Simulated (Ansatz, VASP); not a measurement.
Two plane-wave programs on GaP

The input POSCAR:

```
GaP
1.0
    0.0000000000      2.7799072732      2.6790345664
    2.7799072732      0.0000000000      2.6790345664
    2.7799072732      2.7799072732      0.0000000000
Ga P
1 1
Direct
    0.0000000000      0.0000000000      0.0000000000
    0.2500000000      0.2500000000      0.2500000000
```

The input INCAR.step1:

```
PREC = Accurate
ENCUT = 520
EDIFF = 1E-5
ISMEAR = 0
SIGMA = 0.01
LREAL = F
LASPH = T
NELM = 80
ALGO = Normal
ISIF = 2
LWAVE = T
NBANDS = 16
GGA = PE
```

Contents of INCAR.step2:

```
PREC = Accurate
ENCUT = 520
EDIFF = 1E-6
ISMEAR = 0
SIGMA = 0.01
LREAL = F
LASPH = T
NELM = 80
ALGO = Normal
ISIF = 2
LWAVE = F
LCHARG = T
GGA = PE
LHFCALC = T
HFSCREEN = 0.2079
PRECFOCK = Normal
LELF = T
LVHAR = T
NBANDS = 16
ISTART = 1
```

Contents of KPOINTS:

```
regular mesh
0
Gamma
  6 6 6
```

Input for Ansatz:

```yaml
crystal:
  lattice:
    - [0.0, 2.7799072732, 2.6790345664]
    - [2.7799072732, 0.0, 2.6790345664]
    - [2.7799072732, 2.7799072732, 0.0]
  atoms:
    - { symbol: Ga, position: [0.0, 0.0, 0.0] }
    - { symbol: P, position: [0.25, 0.25, 0.25] }
kpoints:
  mp_grid: { grid: [6, 6, 6] }
  band_path:
    path:
      - [0.0, 0.0, 0.0]
      - [-0.5, -0.5, 0.0]
      - [-0.375, -0.375, 0.25]
      - [-0.375, 0.0, 0.375]
      - [0.0, 0.0, 0.5]
      - [-0.5, -0.25, 0.25]
      - [0.416667, 0.416667, 0.0]
    npoints: 1
hamiltonian:
  xc: hse06
scf:
  occupations: { method: fixed }
  n_extra_bands: 4
output:
  forces: true
  stress: true
  eigenvalues: true
```

Change from the starting cell: epitaxial_xy strain +2.0%.

Alike in both runs: task single point; functional HSE06; k mesh 6 × 6 × 6; no spin polarisation.

|  | VASP | Ansatz |
| --- | --- | --- |
| version | VASP 6.6.1 | Ansatz 0.2.0 |
| potentials or method | VASP PAW PBE potentials, release 64 (Ga_d, P) | plane waves, PAW |
| plane-wave cutoff (eV) | 520 | 420 |
| occupations | gaussian, width 0.01 eV | fixed |
| valence electrons in the cell | 18 | 18 |

Ansatz gave:

* gap on the k mesh at the Fermi level (eV): 2.04
* pressure (GPa): -1.3
* traceless stress, the component that is largest in VASP (GPa): 1.87

Problem. Which values does VASP return?

Solution. gap on the k mesh at the Fermi level (eV): 2.04; pressure (GPa): -1.4; traceless stress, the component that is largest in VASP (GPa): 1.88.

Ansatz's warnings: stress exchange threshold loose, stress scf threshold loose.
